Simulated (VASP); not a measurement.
Runs of VASP 6.6.1 on Ge3Pt. The structure is that of space group P4/mmm (No. 123), or close to it. The cells are those of the table. 

| task | cell | k mesh | cutoff (eV) | gap on the mesh (eV) | pressure (GPa) | largest force (eV/Å) |
| --- | --- | --- | --- | --- | --- | --- |
| relaxation of cell and atoms | relaxed from a = 3.542, b = 3.542, c = 7.225 Å, 4 atoms | 6 × 6 × 4 | 600 | none | -0.1 | 0.02 |
| single point | a = 3.542, b = 3.542, c = 7.225 Å, 4 atoms | 6 × 6 × 4 | 520 | none | 4.8 | 2.63 |
| single point | a = 3.503, b = 3.503, c = 7.719 Å, 4 atoms | 6 × 6 × 4 | 520 | none | 0.0 | - |
| single point | a = 3.506, b = 3.506, c = 7.726 Å, 4 atoms | 14 × 14 × 6 | 520 | none | 0.0 | (a) |

Alike in all rows: level PBE; potentials or basis VASP PAW PBE potentials, release 64 (Ge_d, Pt); no spin polarisation; smearing gaussian 0.1 eV.

Problem. Estimate the missing entries.

Solution. (a) 0.01.

Caveats: spin-orbit coupling is left out, which moves the levels of the heavy elements; forces of over 1 eV/Å act on the atoms, so gaps and moduli don't describe the material at rest (some runs).

A k mesh can miss the band edges, and the runs leave out spin-orbit coupling on Ge, Pt.

A gap of «none» marks levels without a gap at the run's occupations.
